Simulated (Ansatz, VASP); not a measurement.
**Two plane-wave programs on Ga3As2P**

File INCAR:

```
SYSTEM = Ga3As2P
  PREC = Accurate
  ENCUT = 520
  EDIFF = 1E-7
  ISMEAR = 0
  SIGMA = 0.1
  LREAL = .FALSE.
  LASPH = .TRUE.
  NELM = 80
  ALGO = Normal
  ISIF = 2
  LWAVE = .FALSE.
  LCHARG = .TRUE.
  GGA = PE
  LELF = .TRUE.
  LVHAR = .TRUE.
  NBANDS = 36
```

File KPOINTS:

```
regular mesh
0
G
  6 6 2
  0 0 0
```

POSCAR

```
Ga3As2P
1.0
    3.8749079800      0.0000000000      0.0000000000
   -1.9374539900      3.3557687400      0.0000000000
    0.0000000000      0.0000000000      9.4915473400
Ga P As
3 1 2
Direct
    0.0000000000      0.0000000000      0.0000000000
    0.3333333300      0.6666666700      0.6666666700
    0.6666666700      0.3333333300      0.3333333300
    0.3333333300      0.6666666700      0.9166666700
    0.6666666700      0.3333333300      0.5833333300
    0.0000000000      0.0000000000      0.2500000000
```

Input for Ansatz:

```yaml
crystal:
  lattice:
    - [3.87490798, 0.0, 0.0]
    - [-1.93745399, 3.35576874, 0.0]
    - [0.0, 0.0, 9.49154734]
  atoms:
    - { symbol: Ga, position: [0.0, 0.0, 0.0] }
    - { symbol: Ga, position: [0.33333333, 0.66666667, 0.66666667] }
    - { symbol: Ga, position: [0.66666667, 0.33333333, 0.33333333] }
    - { symbol: P, position: [0.33333333, 0.66666667, 0.91666667] }
    - { symbol: As, position: [0.66666667, 0.33333333, 0.58333333] }
    - { symbol: As, position: [0.0, 0.0, 0.25] }
basis:
  ecutwfc: 420
kpoints:
  mp_grid: { grid: [6, 6, 2] }
hamiltonian:
  xc: pbe
scf:
  occupations: { method: gaussian, width: 0.1 }
  lower_state_search: "off"
output:
  forces: true
  stress: true
  eigenvalues: true
```

Alike in both runs: task single point; functional PBE; k mesh 6 × 6 × 2; occupations gaussian, width 0.1 eV; no spin polarisation.

```csv
,VASP,Ansatz
version,VASP 6.6.1,Ansatz 0.2.0
potentials or method,"VASP PAW PBE potentials, release 64 (Ga_d, P, As), cutoff 520 eV","scalar-relativistic, plane waves, PAW"
valence electrons in the cell,54,74
```

Ansatz gave:

* gap on the k mesh at the Fermi level (eV): 1.37
* least direct gap on the mesh (eV): 1.37
* pressure (GPa): 8.4
* traceless stress, the component that is largest in VASP (GPa): -0.23
* rms of the force components (eV/Å): 0.246

**Question.** Estimate VASP's values.

**Answer.** gap on the k mesh at the Fermi level (eV): 1.37; least direct gap on the mesh (eV): 1.38; pressure (GPa): 8.5; traceless stress, the component that is largest in VASP (GPa): -0.23; rms of the force components (eV/Å): 0.252.

Atom by atom the forces differ by 0.007 eV/Å (rms over components). VASP's potentials hold 54 valence electrons a cell and Ansatz's 74, so a difference there can come from the potentials and not from the codes.
